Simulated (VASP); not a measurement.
# TiN (rocksalt type) (Fm-3m) in VASP: further runs, part 2 of 2

VASP 6.6.1. The steps go on from the part before.

## (4) Single point, PBE (6.13 Å³/atom)

INCAR

```
  PREC = Accurate
  ENCUT = 520
  EDIFF = 1E-7
  ISMEAR = -1
  SIGMA = 0.1
  LREAL = F
  LASPH = T
  NELM = 100
  ALGO = Normal
  ISIF = 2
  LWAVE = F
  LCHARG = T
  GGA = PE
  LELF = T
  LVHAR = T
  NBANDS = 16
```

KPOINTS

```
Automatic mesh
0
Gamma
  15 15 15
```

POSCAR

```
TiN
1.0
    0.0000000000      1.8302598574      1.8302598574
    1.8302598574      0.0000000000      1.8302598574
    1.8302598574      1.8302598574      0.0000000000
Ti N
1 1
Direct
    0.0000000000      0.0000000000      0.0000000000
    0.5000000000      0.5000000000      0.5000000000
```

Potentials or basis: VASP PAW PBE potentials, release 64 (Ti_sv, N).

Command:

```
$ cat potpaw_PBE.64/Ti_sv/POTCAR potpaw_PBE.64/N/POTCAR > POTCAR
$ mpirun -np 1 vasp_std > vasp.out
```

OUTCAR:

```text
PREC = Accurate
   ENCUT = 520
   EDIFF = 1E-7
   ISMEAR = -1
   LREAL = F
   LASPH = T
   NELM = 100
   ISIF = 2
   GGA = PE

 ion  position               nearest neighbor table
   1  0.000  0.000  0.000-   2 1.83   2 1.83   2 1.83   2 1.83   2 1.83   2 1.83
   2  0.500  0.500  0.500-   1 1.83   1 1.83   1 1.83   1 1.83   1 1.83   1 1.83

  LATTYP: Found a face centered cubic cell.
 ALAT       =     3.6605197148

  Lattice vectors:

 A1 = (   0.0000000000,   1.8302598574,   1.8302598574)
 A2 = (   1.8302598574,   0.0000000000,   1.8302598574)
 A3 = (   1.8302598574,   1.8302598574,   0.0000000000)

Analysis of symmetry for initial positions (statically):
=====================================================================
 Subroutine PRICEL returns:
 Original cell was already a primitive cell.

 Routine SETGRP: Setting up the symmetry group for a
 face centered cubic supercell.

 Subroutine GETGRP returns: Found 48 space group operations
 (whereof 48 operations were pure point group operations)
 out of a pool of 48 trial point group operations.

The static configuration has the point symmetry O_h .

Analysis of symmetry for dynamics (positions and initial velocities):
=====================================================================
 Subroutine PRICEL returns:
 Original cell was already a primitive cell.

 Routine SETGRP: Setting up the symmetry group for a
 face centered cubic supercell.

 Subroutine GETGRP returns: Found 48 space group operations
 (whereof 48 operations were pure point group operations)
 out of a pool of 48 trial point group operations.

The dynamic configuration has the point symmetry O_h .

 Subroutine INISYM returns: Found 48 space group operations
 (whereof 48 operations are pure point group operations),
 and found     1 'primitive' translations

[... 105 lines left out ...]
   NELECT =      17.0000    total number of electrons
   NUPDOWN=      -1.0000    fix difference up-down
   EMIN   =  10.00;   EMAX   =-10.00  energy-range for DOS
   EFERMI =   0.00;   METHOD = LEGACY
   ISMEAR =    -1;   SIGMA  =   0.10  broadening in eV -4-tet -1-fermi 0-gaus
   EFERMI_NEDOS =   21; number of points for ismear=-14 and -15
   IALGO  =     38    algorithm
   IMIX   =      4    mixing-type and parameters
     AMIX     =   0.40;   BMIX     =  1.00
     AMIX_MAG =   1.60;   BMIX_MAG =  1.00
  volume/ion in A,a.u.               =       6.13        41.37
  Fermi-wavevector in a.u.,A,eV,Ry     =   1.825443  3.449588 45.337929  3.332244
  Thomas-Fermi vector in A             =   2.880966
   LORBIT       =      0    0 simple, 1 ext, 2 COOP (PROOUT), +10 PAW based schemes
   GGA     = PE    functional components
   LHFCALC =     F    Hartree Fock is set to
   AEXX    =    0.0000 exact exchange contribution
   IVDW    =     0    specifies the selected vdW correction
   LEPSILON=     F    determine dielectric tensor
   LRPA    =     F    only Hartree local field effects (RPA)
 non-spin polarized calculation
  energy-cutoff  :      520.00
  volume of cell :       12.26
 maximum number of plane-waves:       338
   NGX =  9   NGY =  9   NGZ =  9

 number of electron      16.9999996 magnetization

 Free energy of the ion-electron system (eV)
  ---------------------------------------------------
  ext. energy  EPLUGINS =         0.00000000
  ---------------------------------------------------
  free energy    TOTEN  =       -15.03710399 eV

  energy without entropy =      -15.02067829  energy(sigma->0) =      -15.02889114

 E-fermi :  18.3040     XC(G=0): -15.6394

 val. band max:       18.2964196493   @ k =  -0.4667   0.2667   0.0667
 cond. band min:      18.4172910345   @ k =  -0.2000   0.0667   0.0000
 fundamental gap:      0.1208713852
 Fermi energy:        18.3040273968

 k-point     1 :       0.0000    0.0000    0.0000
  band No.  band energies     occupation
      1     -39.2303      2.00000
      2     -14.3491      2.00000
      3     -14.3491      2.00000
      4     -14.3491      2.00000
      5      -1.0844      2.00000
      6      15.8888      2.00000
[... 433 lines left out ...]
      3     -14.5653      2.00000
      4     -14.5329      2.00000
      5       0.3445      2.00000
      6      11.2169      2.00000
[... 8 lines left out ...]
     15      35.2021      0.00000
     16      43.0205      0.00000

 [... further k-points ...]
[... 5 lines left out ...]
  --------------------------------------------------------------------------------------
  -------------------------------------------------------------------------------------
  Total       23.8645197     23.8645197     23.8645197      0.0000000      0.0000000      0.0000000
  in kB     3118.1357653   3118.1357653   3118.1357653      0.0000000      0.0000000      0.0000000
  external PRESSURE =    3118.1357653 kB  Pullay stress =       0.0000000 kB

 VOLUME and BASIS-vectors are now :
 -----------------------------------------------------------------------------
  energy-cutoff  :      520.00
  volume of cell :       12.26
      direct lattice vectors                 reciprocal lattice vectors
     0.000000000  1.830259857  1.830259857    -0.273185252  0.273185252  0.273185252
     1.830259857  0.000000000  1.830259857     0.273185252 -0.273185252  0.273185252
     1.830259857  1.830259857  0.000000000     0.273185252  0.273185252 -0.273185252

 POSITION                                       TOTAL-FORCE (eV/Angst)
 -----------------------------------------------------------------------------------
      0.00000      0.00000      0.00000         0.000000      0.000000      0.000000
      1.83026      1.83026      1.83026         0.000000      0.000000     -0.000000
 -----------------------------------------------------------------------------------
    total drift:                                0.000000     -0.000000      0.000000

  FREE ENERGIE OF THE ION-ELECTRON SYSTEM (eV)
  ---------------------------------------------------
  free  energy   TOTEN  =       -15.0371039870 eV

  energy  without entropy=      -15.0206782881  energy(sigma->0) =      -15.02889114
```

OSZICAR:

```text
N       E                     dE             d eps       ncg     rms          rms(c)
DAV:   1     0.127587702866E+03    0.12759E+03   -0.80985E+03  3936   0.137E+03
DAV:   2    -0.137358557676E+02   -0.14132E+03   -0.13254E+03  4160   0.360E+02
DAV:   3    -0.194533016733E+02   -0.57174E+01   -0.56830E+01  4488   0.756E+01
DAV:   4    -0.195880292799E+02   -0.13473E+00   -0.13457E+00  4976   0.101E+01
DAV:   5    -0.195911224783E+02   -0.30932E-02   -0.30930E-02  4424   0.131E+00    0.387E+01
DAV:   6    -0.149194347089E+02    0.46717E+01   -0.92239E+00  5304   0.609E+01    0.146E+01
DAV:   7    -0.149655989125E+02   -0.46164E-01   -0.94600E-01  4200   0.131E+01    0.118E+01
DAV:   8    -0.150424550129E+02   -0.76856E-01   -0.26030E-01  5240   0.463E+00    0.386E+00
DAV:   9    -0.150373779968E+02    0.50770E-02   -0.18908E-02  4256   0.156E+00    0.111E+00
DAV:  10    -0.150364283889E+02    0.94961E-03   -0.85819E-03  3912   0.996E-01    0.403E-01
DAV:  11    -0.150370971295E+02   -0.66874E-03   -0.19159E-03  3904   0.425E-01    0.728E-02
DAV:  12    -0.150371007885E+02   -0.36590E-05   -0.45484E-05  5176   0.707E-02    0.267E-02
DAV:  13    -0.150371029060E+02   -0.21175E-05   -0.52010E-06  4336   0.215E-02    0.497E-03
DAV:  14    -0.150371037552E+02   -0.84923E-06   -0.45529E-07  4480   0.728E-03    0.638E-04
DAV:  15    -0.150371039489E+02   -0.19364E-06   -0.27659E-08  3496   0.152E-03    0.612E-04
DAV:  16    -0.150371039870E+02   -0.38188E-07   -0.43308E-09  2512   0.807E-04
   1 F= -.15037104E+02 E0= -.15028891E+02  d E =-.164257E-01
```

stdout:

```text
POSCAR found type information on POSCAR TiN
 POSCAR found :  2 types and       2 ions
 scaLAPACK will be used
 LDA part: xc-table for (Slater+PW92), standard interpolation
 POSCAR, INCAR and KPOINTS ok, starting setup
 FFT: planning ... GRIDC
 FFT: planning ... GRID_SOFT
 FFT: planning ... GRID
 WAVECAR not read
 entering main loop
```

It took 30 s on 1 thread of Intel Xeon 8259CL, shared host; peak memory 0.14 GiB.

What came out:

* Free energy: -15.0371 eV
* Pressure: 311.8 GPa
* Band gap on the k mesh: zero (an odd number of electrons rules out a gap without spin polarisation)

Levels at points of the mesh, in eV from the Fermi level:
```tsv
k point	band 6	band 7	band 8	band 9	band 10	band 11	band 12	band 13
(0.00, 0.00, 0.00)	-2.42	-2.42	-2.42	-1.18	-1.18	-1.18	1.09	1.09
```

Caveat: the cell stands under pressure.

## (5) Single point, PBE (6.90 Å³/atom)

This run uses another cell than the first one, of 6.90 Å³/atom.

INCAR

```
ALGO = Normal
EDIFF = 1E-6
ENCUT = 520
GGA = PE
ISIF = 2
ISMEAR = -1
LASPH = T
LCHARG = F
LREAL = F
LWAVE = F
NBANDS = 16
NELM = 100
PREC = Accurate
SIGMA = 0.1
```

KPOINTS

```
k-points
0
Gamma
  15 15 15
```

POSCAR

```
TiN
1.0
    0.0000000000      1.9035469607      1.9035469607
    1.9035469607      0.0000000000      1.9035469607
    1.9035469607      1.9035469607      0.0000000000
Ti N
1 1
Direct
    0.0000000000      0.0000000000      0.0000000000
    0.5000000000      0.5000000000      0.5000000000
```

Command:

```
$ cat potpaw_PBE.64/Ti_sv/POTCAR potpaw_PBE.64/N/POTCAR > POTCAR
$ mpirun -np 1 vasp_std > vasp.out
```

Wall time 29 s (1 thread of Intel Xeon 8259CL, shared host); peak memory 0.14 GiB.

Results (log left out):

| Item | Value |
| --- | --- |
| Free energy | -17.3484 eV |
| Pressure | 181.1 GPa |
| Band gap on the k mesh | zero (an odd number of electrons rules out a gap without spin polarisation) |

Levels at points of the mesh, in eV from the Fermi level:
| k point | band 5 | band 6 | band 7 | band 8 | band 9 | band 10 | band 11 | band 12 | band 13 | band 14 |
| --- | --- | --- | --- | --- | --- | --- | --- | --- | --- | --- |
| (0.00, 0.00, 0.00) | -18.92 | -2.37 | -2.37 | -2.37 | -0.98 | -0.98 | -0.98 | 0.94 | 0.94 | 9.87 |

Caveat: the cell stands under pressure.

## (6) Single point, PBE

This run uses another cell than the first one, of 6.90 Å³/atom.

INCAR

```
SYSTEM = TiN
PREC = Accurate
ENCUT = 520
EDIFF = 1E-6
ISMEAR = 0
SIGMA = 0.1
LREAL = .False.
LASPH = .True.
NELM = 80
ALGO = Normal
ISIF = 2
LWAVE = .False.
LCHARG = .False.
GGA = PE
NBANDS = 16
```

KPOINTS

```
Automatic mesh
0
Gamma
  15 15 15
  0 0 0
```

POSCAR is that of step 5.

Potentials or basis: VASP PAW PBE potentials, release 64 (Ti_sv, N).

Command:

```
$ cat potpaw_PBE.64/Ti_sv/POTCAR potpaw_PBE.64/N/POTCAR > POTCAR
$ mpirun -np 1 vasp_std > vasp.out
```

Wall time 33 s (1 thread of Intel Xeon 8259CL, shared host); peak memory 0.14 GiB.

Results (log left out):

| Item | Value |
| --- | --- |
| Free energy | -17.3409 eV |
| Pressure | 181.0 GPa |
| Band gap on the k mesh | zero (an odd number of electrons rules out a gap without spin polarisation) |

Levels at points of the mesh, in eV from the Fermi level:
```
           k point  band 7  band 8  band 9  band 10  band 11  band 12
(0.00, 0.00, 0.00)   -2.34   -2.34   -0.96    -0.96    -0.96     0.96
```

Caveat: the cell stands under pressure.

## (7) The runs side by side

| cell | cutoff (eV) | smearing | gap on the mesh (eV) | pressure (GPa) |
| --- | --- | --- | --- | --- |
| a = 2.588 Å, angles 60.0°, 2 atoms | 600 | fermi-dirac 0.1 eV | none | 311.8 |
| a = 2.461 Å, angles 60.0°, 2 atoms | 520 | fermi-dirac 0.1 eV | none | 562.6 |
| a = 2.588 Å, angles 60.0°, 2 atoms | 520 | fermi-dirac 0.1 eV | none | 311.8 |
| a = 2.692 Å, angles 60.0°, 2 atoms | 520 | fermi-dirac 0.1 eV | none | 181.1 |
| a = 2.692 Å, angles 60.0°, 2 atoms | 520 | gaussian 0.1 eV | none | 181.0 |

Alike in all rows: task single point; level PBE; potentials or basis VASP PAW PBE potentials, release 64 (Ti_sv, N); no spin polarisation; k mesh 15 × 15 × 15.

Caveats: the cell stands under pressure.

Total energies depend on the potentials used, so only differences within one code and one set of settings carry meaning.
